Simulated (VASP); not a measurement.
# ZnCu3 (P-6m2) in VASP: a series of runs

The runs below take ZnCu3 through single point, with LDA.

All numbers are computed with VASP 6.6.1; they aren't measurements. Logs are shortened: lines on timing, memory, paths and dates and some standing lists are left out, and cuts for length are marked.

**1. The cell of the first run**

It takes space group P-6m2 (No. 187, hexagonal). Conventional cell: a = 2.561 Å, b = 2.561 Å, c = 8.398 Å, α = 90.00°, β = 90.00°, γ = 120.00°. Zn (site symmetry -6m2) has 6 Zn at 2.56 Å and 6 Cu at 2.60 Å within 3.4 Å. Cu (site symmetry -6m2) has 12 Cu at 2.54 to 2.56 Å within 3.4 Å. Cu (site symmetry 3m) has 9 Cu at 2.54 to 2.56 Å and 3 Zn at 2.60 Å within 3.4 Å.

**2. Single point, LDA**

INCAR

```
SYSTEM = ZnCu3
PREC = Accurate ; ENCUT = 520
EDIFF = 1E-7 ; ISMEAR = 1
SIGMA = 0.1 ; LREAL = .False.
LASPH = .True. ; NELM = 100
ALGO = Normal ; ISIF = 2
LWAVE = .False. ; LCHARG = .True.
GGA = CA ; LELF = .True.
LVHAR = .True. ; NBANDS = 30
```

KPOINTS

```
Automatic mesh
0
Gamma
  11 11 3
  0 0 0
```

POSCAR

```
ZnCu3
1.0
    2.5614598400      0.0000000000      0.0000000000
   -1.2807299200      2.2182892900      0.0000000000
    0.0000000000      0.0000000000      8.3975865500
Zn Cu
1 3
Direct
    0.6666666698      0.3333333318      0.0000000000
    0.6666666698      0.3333333318      0.4999999994
    0.3333333324      0.6666666727      0.2540725299
    0.3333333324      0.6666666727      0.7459274701
```

Potentials or basis: VASP PAW LDA potentials, release 64 (Zn, Cu).

Run with:

```bash
$ cat potpaw_LDA.64/Zn/POTCAR potpaw_LDA.64/Cu/POTCAR > POTCAR
$ mpirun -np 1 vasp_std > vasp.out
```

OUTCAR:

```text
SYSTEM = ZnCu3
   PREC = Accurate
   ENCUT = 520
   EDIFF = 1E-7
   ISMEAR = 1
   LREAL = .False.
   LASPH = .True.
   NELM = 100
   ISIF = 2
   GGA = CA

 ion  position               nearest neighbor table
   1  0.667  0.333  0.000-   3 2.60   4 2.60   3 2.60   4 2.60   3 2.60   4 2.60
   2  0.667  0.333  0.500-   3 2.54   3 2.54   4 2.54   4 2.54   3 2.54   4 2.54
   3  0.333  0.667  0.254-   2 2.54   2 2.54   2 2.54   1 2.60   1 2.60   1 2.60
   4  0.333  0.667  0.746-   2 2.54   2 2.54   2 2.54   1 2.60   1 2.60   1 2.60

  LATTYP: Found a hexagonal cell.
 ALAT       =     2.5614598400
 C/A-ratio  =     3.2784377170

  Lattice vectors:

 A1 = (   2.5614598400,   0.0000000000,   0.0000000000)
 A2 = (  -1.2807299200,   2.2182892900,   0.0000000000)
 A3 = (   0.0000000000,   0.0000000000,   8.3975865500)

Analysis of symmetry for initial positions (statically):
=====================================================================
 Subroutine PRICEL returns:
 Original cell was already a primitive cell.

 Routine SETGRP: Setting up the symmetry group for a
 hexagonal supercell.

 Subroutine GETGRP returns: Found 12 space group operations
 (whereof 12 operations were pure point group operations)
 out of a pool of 24 trial point group operations.

The static configuration has the point symmetry D_3h.

Analysis of symmetry for dynamics (positions and initial velocities):
=====================================================================
 Subroutine PRICEL returns:
 Original cell was already a primitive cell.

 Routine SETGRP: Setting up the symmetry group for a
 hexagonal supercell.

 Subroutine GETGRP returns: Found 12 space group operations
 (whereof 12 operations were pure point group operations)
 out of a pool of 24 trial point group operations.

The dynamic configuration has the point symmetry D_3h.

 Subroutine INISYM returns: Found 12 space group operations
 (whereof 12 operations are pure point group operations),
 and found     1 'primitive' translations

----------------------------------------------------------------------------------------

                                     Primitive cell

  volume of cell :      47.7156

  direct lattice vectors                    reciprocal lattice vectors
     2.561459840  0.000000000  0.000000000     0.390402373  0.225398915  0.000000000
    -1.280729920  2.218289290  0.000000000     0.000000000  0.450797831  0.000000000
[... 83 lines left out ...]
   ISPIN  =      1    spin polarized calculation?
   LNONCOLLINEAR =      F non collinear calculations
   LSORBIT =      F    spin-orbit coupling
   LASPH  =      T    aspherical Exc in radial PAW
   ENCUT  =  520.0 eV  38.22 Ry    6.18 a.u.   4.76  4.76 15.61*2*pi/ulx,y,z
   NELM   =    100;   NELMIN=  2; NELMDL= -5     # of ELM steps
   EDIFF  = 0.1E-06   stopping-criterion for ELM
   LREAL  =      F    real-space projection
   EDIFFG = 0.1E-05   stopping-criterion for IOM
   NSW    =      0    number of steps for IOM
   IBRION =     -1    ionic relax: 0-MD 1-quasi-New 2-CG
   NFREE  =      0    steps in history (QN), initial steepest desc. (CG)
   ISIF   =      2    stress and relaxation
   ISYM   =      2    0-nonsym 1-usesym 2-fastsym
   POTIM  = 0.5000    time-step for ionic-motion
   TEBEG  =    0.0;   TEEND  =   0.0 temperature during run
   PSTRESS=    0.0 pullay stress
   NELECT =      45.0000    total number of electrons
   NUPDOWN=      -1.0000    fix difference up-down
   EMIN   =  10.00;   EMAX   =-10.00  energy-range for DOS
   EFERMI =   0.00;   METHOD = LEGACY
   ISMEAR =     1;   SIGMA  =   0.10  broadening in eV -4-tet -1-fermi 0-gaus
   EFERMI_NEDOS =   21; number of points for ismear=-14 and -15
   IALGO  =     38    algorithm
   IMIX   =      4    mixing-type and parameters
     AMIX     =   0.40;   BMIX     =  1.00
     AMIX_MAG =   1.60;   BMIX_MAG =  1.00
  volume/ion in A,a.u.               =      11.93        80.50
  Fermi-wavevector in a.u.,A,eV,Ry     =   1.605433  3.033829 35.067874  2.577416
  Thomas-Fermi vector in A             =   2.701780
   LORBIT       =      0    0 simple, 1 ext, 2 COOP (PROOUT), +10 PAW based schemes
   GGA     = CA    functional components
   LHFCALC =     F    Hartree Fock is set to
   AEXX    =    0.0000 exact exchange contribution
   IVDW    =     0    specifies the selected vdW correction
   LEPSILON=     F    determine dielectric tensor
   LRPA    =     F    only Hartree local field effects (RPA)
 non-spin polarized calculation
 Methfessel and Paxton  Order N= 1 SIGMA  =   0.10
  energy-cutoff  :      520.00
  volume of cell :       47.72
 maximum number of plane-waves:      1296
 NGX is ok and might be reduce to    20
   NGX =  9   NGY =  9   NGZ = 31

 number of electron      44.9999992 magnetization

 Free energy of the ion-electron system (eV)
  ---------------------------------------------------
  ext. energy  EPLUGINS =         0.00000000
  ---------------------------------------------------
  free energy    TOTEN  =       -16.10397806 eV

  energy without entropy =      -16.10271771  energy(sigma->0) =      -16.10355794

 E-fermi :   6.7000     XC(G=0): -13.0971

 val. band max:        6.6914147002   @ k =   0.1818   0.0909   0.3333
 cond. band min:       6.7766485596   @ k =   0.4545   0.0000   0.3333
 fundamental gap:      0.0852338593
 Fermi energy:         6.6999707268

 k-point     1 :       0.0000    0.0000    0.0000
  band No.  band energies     occupation
      1      -3.8850      2.00000
      2      -2.1116      2.00000
      3      -1.2634      2.00000
      4      -1.2634      2.00000
      5      -1.0261      2.00000
      6      -0.8737      2.00000
[... 781 lines left out ...]
     29      19.1289      0.00000
     30      20.7840      0.00000

 [... further k-points ...]
[... 5 lines left out ...]
  --------------------------------------------------------------------------------------
  -------------------------------------------------------------------------------------
  Total       -1.8146482     -1.8146482     -2.1204097      0.0000000     -0.0000000      0.0000000
  in kB      -60.9316316    -60.9316315    -71.1983849      0.0000000     -0.0000000      0.0000000
  external PRESSURE =     -64.3538827 kB  Pullay stress =       0.0000000 kB

 VOLUME and BASIS-vectors are now :
 -----------------------------------------------------------------------------
  energy-cutoff  :      520.00
  volume of cell :       47.72
      direct lattice vectors                 reciprocal lattice vectors
     2.561459840  0.000000000  0.000000000     0.390402373  0.225398915  0.000000000
    -1.280729920  2.218289290  0.000000000     0.000000000  0.450797831  0.000000000
     0.000000000  0.000000000  8.397586550     0.000000000  0.000000000  0.119081833

 POSITION                                       TOTAL-FORCE (eV/Angst)
 -----------------------------------------------------------------------------------
      1.28073      0.73943      0.00000         0.000000      0.000000      0.000000
      1.28073      0.73943      4.19879        -0.000000      0.000000      0.000000
     -0.00000      1.47886      2.13360         0.000000      0.000000      0.071027
     -0.00000      1.47886      6.26399         0.000000      0.000000     -0.071027
 -----------------------------------------------------------------------------------
    total drift:                                0.000001     -0.000003      0.000001

  FREE ENERGIE OF THE ION-ELECTRON SYSTEM (eV)
  ---------------------------------------------------
  free  energy   TOTEN  =       -16.1039780605 eV

  energy  without entropy=      -16.1027177060  energy(sigma->0) =      -16.10355794
```

Run time: 69 s. Hardware: 1 thread of Intel Xeon Platinum 8259CL at 2.50GHz (Skylake/Cascade Lake), shared host; peak memory 0.17 GiB.

Results:

```yaml
Free_energy: -16.1040 eV
Pressure: -6.4 GPa
Largest_force: 0.071 eV/Å
```

Forces on the atoms (eV/Å):
```
Zn   0.000  0.000  0.000
Cu   0.000  0.000  0.000
Cu   0.000  0.000  0.071
Cu   0.000  0.000 -0.071
```

**3. Single point, LDA**

INCAR

```
PREC     = Accurate       # precision mode
ENCUT    = 520            # plane-wave cutoff, eV
EDIFF    = 1E-6           # SCF threshold, eV
ISMEAR   = 1              # smearing method
SIGMA    = 0.1            # smearing width, eV
LREAL    = False          # projectors in reciprocal space
LASPH    = True           # aspherical terms in the spheres
NELM     = 60             # most SCF steps
ALGO     = Normal         # electronic algorithm
ISIF     = 2              # what is computed and relaxed
LWAVE    = False          # write WAVECAR
LCHARG   = False          # write CHGCAR
GGA      = CA             # functional
NBANDS   = 30             # bands
```

KPOINTS

```
regular mesh
0
Gamma
  11 11 3
```

POSCAR is that of step 2.

Potentials or basis: VASP PAW LDA potentials, release 64 (Zn, Cu).

Run with:

```bash
$ cat potpaw_LDA.64/Zn/POTCAR potpaw_LDA.64/Cu/POTCAR > POTCAR
$ mpirun -np 1 vasp_std > vasp.out
```

It took 60 s on 1 thread of Intel Xeon Platinum 8259CL at 2.50GHz (Skylake/Cascade Lake), shared host; peak memory 0.17 GiB.

Results (log left out):

```yaml
Free_energy: -16.1040 eV
Pressure: -6.3 GPa
Largest_force: 0.071 eV/Å
```

Forces on the atoms (eV/Å):
```
Zn   0.000  0.000  0.000
Cu   0.000  0.000  0.000
Cu   0.000  0.000  0.071
Cu   0.000  0.000 -0.071
```

Stress tensor (GPa, compression positive):
```
-5.91  0.00  0.00
 0.00 -5.91  0.00
 0.00  0.00 -6.94
```

Levels at points of the mesh, in eV from the Fermi level:
| k point | band 20 | band 21 | band 22 | band 23 | band 24 | band 25 | band 26 | band 27 |
| --- | --- | --- | --- | --- | --- | --- | --- | --- |
| (0.00, 0.00, 0.00) | -2.33 | -2.33 | -2.02 | -2.02 | -1.77 | 2.40 | 11.25 | 11.30 |

**4. Single point, LDA**

INCAR

```
PREC = Accurate
ENCUT = 520
EDIFF = 1E-6
ISMEAR = 1
SIGMA = 0.1
LREAL = F
LASPH = T
NELM = 100
ALGO = Normal
ISIF = 2
LWAVE = F
LCHARG = F
NBANDS = 30
```

KPOINTS

```
Automatic mesh
0
Gamma
  11 11 3
```

POSCAR is that of step 3.

Run with:

```bash
$ cat potpaw_LDA.64/Zn/POTCAR potpaw_LDA.64/Cu/POTCAR > POTCAR
$ mpirun -np 1 vasp_std > vasp.out
```

It took 62 s on 1 thread of Intel Xeon Platinum 8259CL at 2.50GHz (Skylake/Cascade Lake), shared host; peak memory 0.17 GiB.

It converged, with:

- Free energy: -16.1040 eV
- Pressure: -6.3 GPa
- Largest force: 0.071 eV/Å

Forces on the atoms (eV/Å):
```
Zn   0.000  0.000  0.000
Cu   0.000  0.000  0.000
Cu   0.000  0.000  0.071
Cu   0.000  0.000 -0.071
```

Stress tensor (GPa, compression positive):
```
-5.91  0.00  0.00
 0.00 -5.91  0.00
 0.00  0.00 -6.94
```

Levels at points of the mesh, in eV from the Fermi level:
```
           k point  band 21  band 22  band 23  band 24  band 25  band 26
(0.00, 0.00, 0.00)    -2.33    -2.02    -2.02    -1.77     2.40    11.25
```
